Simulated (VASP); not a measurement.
# BPb2 (Pnnm) in VASP: single point with PBE

Aim: the single point of BPb2 with PBE.

Program: VASP 6.6.1. These are calculated values, not measurements. Logs are shortened: lines on timing, memory, paths and dates and some standing lists are left out, and cuts for length are marked.

**1. The cell of the first run**

Symmetry: Pnnm, No. 58, orthorhombic system. Conventional cell: a = 5.564 Å, b = 6.548 Å, c = 3.899 Å, α = 90.00°, β = 90.00°, γ = 90.00°. B (site symmetry 2/m) has 6 Pb at 2.60 to 2.69 Å within 3.4 Å. Within 3.5 Å of Pb (site symmetry m) lie 3 B at 2.60 to 2.69 Å and 2 Pb at 3.25 to 3.45 Å.

**2. Single point, PBE**

Input file INCAR:

```
ALGO = Fast
EDIFF = 1E-6
ENCUT = 520
GGA = PE
ISIF = 2
ISMEAR = 0
LASPH = T
LCHARG = F
LREAL = F
LWAVE = F
NBANDS = 40
NELM = 100
PREC = Accurate
SIGMA = 0.1
```

Input file KPOINTS:

```
k-points
0
Gamma
  6 6 10
```

Input file POSCAR:

```
BPb2
1.0
    5.5642349216      0.0000000000      0.0000000000
    0.0000000000      6.5484901518      0.0000000000
    0.0000000000      0.0000000000      3.8988284067
B Pb
2 4
Direct
    0.5000000000      0.5000000000      0.5000000000
    0.0000000000      0.0000000000      0.0000000000
    0.2607318622      0.8576972251      0.5000000000
    0.7607318622      0.6423027749      0.0000000000
    0.7392681378      0.1423027749      0.5000000000
    0.2392681378      0.3576972251      0.0000000000
```

Potentials or basis: VASP PAW PBE potentials, release 64 (B, Pb_d).

Started as:

```console
$ cat potpaw_PBE.64/B/POTCAR potpaw_PBE.64/Pb_d/POTCAR > POTCAR
$ mpirun -np 1 vasp_std > vasp.out
```

OUTCAR:

```text
EDIFF = 1E-6
   ENCUT = 520
   GGA = PE
   ISIF = 2
   ISMEAR = 0
   LASPH = T
   LREAL = F
   NELM = 100
   PREC = Accurate

 ion  position               nearest neighbor table
   1  0.500  0.500  0.500-   4 2.60   6 2.60   4 2.60   6 2.60   5 2.69   3 2.69
   2  0.000  0.000  0.000-   3 2.60   5 2.60   3 2.60   5 2.60   4 2.69   6 2.69
   3  0.261  0.858  0.500-   2 2.60   2 2.60   1 2.69   5 3.25   5 3.45   4 3.68   4 3.68   4 3.68
                             4 3.68   6 3.81   6 3.81   6 3.81   6 3.81
   4  0.761  0.642  0.000-   1 2.60   1 2.60   2 2.69   6 3.25   6 3.45   3 3.68   3 3.68   3 3.68
                             3 3.68   5 3.81   5 3.81   5 3.81   5 3.81
   5  0.739  0.142  0.500-   2 2.60   2 2.60   1 2.69   3 3.25   3 3.45   6 3.68   6 3.68   6 3.68
                             6 3.68   4 3.81   4 3.81   4 3.81   4 3.81
   6  0.239  0.358  0.000-   1 2.60   1 2.60   2 2.69   4 3.25   4 3.45   5 3.68   5 3.68   5 3.68
                             5 3.68   3 3.81   3 3.81   3 3.81   3 3.81

  LATTYP: Found a simple orthorhombic cell.
 ALAT       =     3.8988284067
 B/A-ratio  =     1.4271556327
 C/A-ratio  =     1.6796046065

  Lattice vectors:

 A1 = (   0.0000000000,   0.0000000000,   3.8988284067)
 A2 = (   5.5642349216,   0.0000000000,   0.0000000000)
 A3 = (   0.0000000000,   6.5484901518,   0.0000000000)

Analysis of symmetry for initial positions (statically):
=====================================================================
 Subroutine PRICEL returns:
 Original cell was already a primitive cell.

 Routine SETGRP: Setting up the symmetry group for a
 simple orthorhombic supercell.

 Subroutine GETGRP returns: Found  8 space group operations
 (whereof  4 operations were pure point group operations)
 out of a pool of  8 trial point group operations.

The static configuration has the point symmetry C_2h.
 The point group associated with its full space group is D_2h.

Analysis of symmetry for dynamics (positions and initial velocities):
=====================================================================
 Subroutine PRICEL returns:
 Original cell was already a primitive cell.

 Routine SETGRP: Setting up the symmetry group for a
 simple orthorhombic supercell.

 Subroutine GETGRP returns: Found  8 space group operations
 (whereof  4 operations were pure point group operations)
 out of a pool of  8 trial point group operations.

The dynamic configuration has the point symmetry C_2h.
 The point group associated with its full space group is D_2h.

 Subroutine INISYM returns: Found  8 space group operations
 (whereof  4 operations are pure point group operations),
 and found     1 'primitive' translations

----------------------------------------------------------------------------------------

                                     Primitive cell

  volume of cell :     142.0629

  direct lattice vectors                    reciprocal lattice vectors
     5.564234922  0.000000000  0.000000000     0.179719227  0.000000000  0.000000000
     0.000000000  6.548490152  0.000000000     0.000000000  0.152706956  0.000000000
     0.000000000  0.000000000  3.898828407     0.000000000  0.000000000  0.256487307

  length of vectors
     5.564234922  6.548490152  3.898828407     0.179719227  0.152706956  0.256487307

  position of ions in fractional coordinates (direct lattice)
     0.500000000  0.500000000  0.500000000
     0.000000000  0.000000000  0.000000000
     0.260731862  0.857697225  0.500000000
     0.760731862  0.642302775  0.000000000
     0.739268138  0.142302775  0.500000000
     0.239268138  0.357697225  0.000000000

  ion indices of the primitive-cell ions
   primitive index   ion index
                 1           1
                 2           2
                 3           3
                 4           4
                 5           5
                 6           6

----------------------------------------------------------------------------------------

 KPOINTS: k-points

Automatic generation of k-mesh.
 Grid dimensions read from file:
 generate k-points for:    6    6   10

 Generating k-lattice:

  Cartesian coordinates                     Fractional coordinates (reciprocal lattice)
     0.029953205  0.000000000  0.000000000     0.166666667  0.000000000  0.000000000
     0.000000000  0.025451159  0.000000000     0.000000000  0.166666667  0.000000000
     0.000000000  0.000000000  0.025648731     0.000000000  0.000000000  0.100000000

  Length of vectors
     0.029953205  0.025451159  0.025648731

  Shift w.r.t. Gamma in fractional coordinates (k-lattice)
     0.000000000  0.000000000  0.000000000

 Subroutine IBZKPT returns following result:
 ===========================================

 Found     96 irreducible k-points:

 Following reciprocal coordinates:
            Coordinates               Weight
  0.000000  0.000000  0.000000      1.000000
  0.166667  0.000000  0.000000      2.000000
  0.333333  0.000000  0.000000      2.000000
  0.500000  0.000000  0.000000      1.000000
  0.000000  0.166667  0.000000      2.000000
  0.166667  0.166667  0.000000      4.000000
[... 16 lines left out ...]
  0.333333  0.166667  0.100000      8.000000
  0.500000  0.166667  0.100000      4.000000
 [... further k-points ...]
   k-points           NKPTS =     96   k-points in BZ     NKDIM =     96   number of bands    NBANDS=     40
   number of dos      NEDOS =    301   number of ions     NIONS =      6
   total plane-waves  NPLWV =  63000
   dimension x,y,z NGX =    42 NGY =   50 NGZ =   30
   dimension x,y,z NGXF=    84 NGYF=  100 NGZF=   60
   ions per type =               2   4
   NGX,Y,Z   is equivalent  to a cutoff of  12.55, 12.69, 12.79 a.u.
   NGXF,Y,Z  is equivalent  to a cutoff of  25.10, 25.39, 25.58 a.u.
 SYSTEM =  unknown system
   PREC   = accura    normal or accurate (medium, high low for compatibility)
   ISTART =      0    job   : 0-new  1-cont  2-samecut
   ICHARG =      2    charge: 1-file 2-atom 10-const
   ISPIN  =      1    spin polarized calculation?
   LNONCOLLINEAR =      F non collinear calculations
   LSORBIT =      F    spin-orbit coupling
   LASPH  =      T    aspherical Exc in radial PAW
   ENCUT  =  520.0 eV  38.22 Ry    6.18 a.u.  10.35 12.18  7.25*2*pi/ulx,y,z
   NELM   =    100;   NELMIN=  2; NELMDL= -5     # of ELM steps
   EDIFF  = 0.1E-05   stopping-criterion for ELM
   LREAL  =      F    real-space projection
   EDIFFG = 0.1E-04   stopping-criterion for IOM
   NSW    =      0    number of steps for IOM
   IBRION =     -1    ionic relax: 0-MD 1-quasi-New 2-CG
   NFREE  =      0    steps in history (QN), initial steepest desc. (CG)
   ISIF   =      2    stress and relaxation
   ISYM   =      2    0-nonsym 1-usesym 2-fastsym
   POTIM  = 0.5000    time-step for ionic-motion
   TEBEG  =    0.0;   TEEND  =   0.0 temperature during run
   PSTRESS=    0.0 pullay stress
   NELECT =      62.0000    total number of electrons
   NUPDOWN=      -1.0000    fix difference up-down
   EMIN   =  10.00;   EMAX   =-10.00  energy-range for DOS
   EFERMI =   0.00;   METHOD = LEGACY
   ISMEAR =     0;   SIGMA  =   0.10  broadening in eV -4-tet -1-fermi 0-gaus
   EFERMI_NEDOS =   21; number of points for ismear=-14 and -15
   IALGO  =     68    algorithm
   IMIX   =      4    mixing-type and parameters
     AMIX     =   0.40;   BMIX     =  1.00
     AMIX_MAG =   1.60;   BMIX_MAG =  1.00
  volume/ion in A,a.u.               =      23.68       159.78
  Fermi-wavevector in a.u.,A,eV,Ry     =   1.241781  2.346627 20.980469  1.542021
  Thomas-Fermi vector in A             =   2.376164
   LORBIT       =      0    0 simple, 1 ext, 2 COOP (PROOUT), +10 PAW based schemes
   GGA     = PE    functional components
   LHFCALC =     F    Hartree Fock is set to
   AEXX    =    0.0000 exact exchange contribution
   IVDW    =     0    specifies the selected vdW correction
   LEPSILON=     F    determine dielectric tensor
   LRPA    =     F    only Hartree local field effects (RPA)
 non-spin polarized calculation
 RMM-DIIS sequential band-by-band and
 Gauss-broadening in eV      SIGMA  =   0.10
  energy-cutoff  :      520.00
  volume of cell :      142.06
 maximum number of plane-waves:      3848
 NGX is ok and might be reduce to    42
   NGX = 21   NGY = 25   NGZ = 15

 number of electron      61.9999992 magnetization

 Free energy of the ion-electron system (eV)
  ---------------------------------------------------
  ext. energy  EPLUGINS =         0.00000000
  ---------------------------------------------------
  free energy    TOTEN  =       -22.71646133 eV

  energy without entropy =      -22.69933475  energy(sigma->0) =      -22.70789804

 E-fermi :   6.5822     XC(G=0): -10.1538

 val. band max:        6.5734156591   @ k =   0.3333   0.3333   0.5000
 cond. band min:       6.5874144836   @ k =   0.5000   0.1667   0.1000
 fundamental gap:      0.0139988245
 Fermi energy:         6.5821985454

 k-point     1 :       0.0000    0.0000    0.0000
  band No.  band energies     occupation
      1     -10.3716      2.00000
      2     -10.3702      2.00000
      3     -10.3001      2.00000
      4     -10.2839      2.00000
      5     -10.2674      2.00000
      6     -10.2261      2.00000
[... 32 lines left out ...]
     39      10.6930      0.00000
     40      11.5859      0.00000

 k-point     2 :       0.1667    0.0000    0.0000
  band No.  band energies     occupation
      1     -10.3791      2.00000
      2     -10.3658      2.00000
      3     -10.2838      2.00000
      4     -10.2768      2.00000
      5     -10.2630      2.00000
      6     -10.2475      2.00000
[... 32 lines left out ...]
     39      10.7068      0.00000
     40      11.5505      0.00000

 k-point     3 :       0.3333    0.0000    0.0000
  band No.  band energies     occupation
      1     -10.3842      2.00000
      2     -10.3595      2.00000
      3     -10.2695      2.00000
      4     -10.2674      2.00000
      5     -10.2602      2.00000
      6     -10.2545      2.00000
[... 853 lines left out ...]
  band No.  band energies     occupation
      1     -10.3776      2.00000
      2     -10.3542      2.00000
      3     -10.2803      2.00000
      4     -10.2708      2.00000
      5     -10.2532      2.00000
      6     -10.2482      2.00000
[... 32 lines left out ...]
     39      11.0879      0.00000
     40      11.3708      0.00000

 k-point    24 :       0.5000    0.1667    0.1000
  band No.  band energies     occupation
      1     -10.3648      2.00000
      2     -10.3648      2.00000
      3     -10.2851      2.00000
      4     -10.2851      2.00000
      5     -10.2606      2.00000
      6     -10.2606      2.00000
[... 32 lines left out ...]
     39      11.3839      0.00000
     40      11.3839      0.00000

 [... further k-points ...]

------------------------ aborting loop because EDIFF is reached ----------------------------------------

  FORCE on cell =-STRESS in cart. coord.  units (eV):
  Direction    XX          YY          ZZ          XY          YZ          ZX
  --------------------------------------------------------------------------------------
  -------------------------------------------------------------------------------------
  Total       -0.0700138     -0.0127227     -0.0487316      0.0000000      0.0000000      0.0000000
  in kB       -0.7896116     -0.1434863     -0.5495918      0.0000000      0.0000000      0.0000000
  external PRESSURE =      -0.4942299 kB  Pullay stress =       0.0000000 kB

 VOLUME and BASIS-vectors are now :
 -----------------------------------------------------------------------------
  energy-cutoff  :      520.00
  volume of cell :      142.06
      direct lattice vectors                 reciprocal lattice vectors
     5.564234922  0.000000000  0.000000000     0.179719227  0.000000000  0.000000000
     0.000000000  6.548490152  0.000000000     0.000000000  0.152706956  0.000000000
     0.000000000  0.000000000  3.898828407     0.000000000  0.000000000  0.256487307

 POSITION                                       TOTAL-FORCE (eV/Angst)
 -----------------------------------------------------------------------------------
      2.78212      3.27425      1.94941         0.000000      0.000000      0.000000
      0.00000      0.00000      0.00000         0.000000      0.000000      0.000000
      1.45077      5.61662      1.94941        -0.002300      0.005499      0.000000
      4.23289      4.20611      0.00000        -0.002300     -0.005499      0.000000
      4.11346      0.93187      1.94941         0.002300     -0.005499     -0.000000
      1.33134      2.34238      0.00000         0.002300      0.005499     -0.000000
 -----------------------------------------------------------------------------------
    total drift:                                0.000000      0.000000     -0.000000

  FREE ENERGIE OF THE ION-ELECTRON SYSTEM (eV)
  ---------------------------------------------------
  free  energy   TOTEN  =       -22.7164613348 eV

  energy  without entropy=      -22.6993347483  energy(sigma->0) =      -22.70789804
```

It took 8.2 min on 1 thread of Intel Xeon Platinum 8375C at 2.90GHz (Ice Lake), shared host; peak memory 0.52 GiB.

Results:

| Item | Value |
| --- | --- |
| Free energy | -22.7165 eV |
| Pressure | 0.0 GPa |
| Largest force | 0.006 eV/Å |
| Band gap on the k mesh | zero (bands 31 and 32 overlap by 2.59 eV) |

Forces in eV/Å, atoms in the order of the input:
```
B    0.000  0.000  0.000
B    0.000  0.000  0.000
Pb  -0.002  0.005  0.000
Pb  -0.002 -0.005  0.000
Pb   0.002 -0.005  0.000
Pb   0.002  0.005  0.000
```

Caveat: spin-orbit coupling is left out, which moves the levels of the heavy elements.
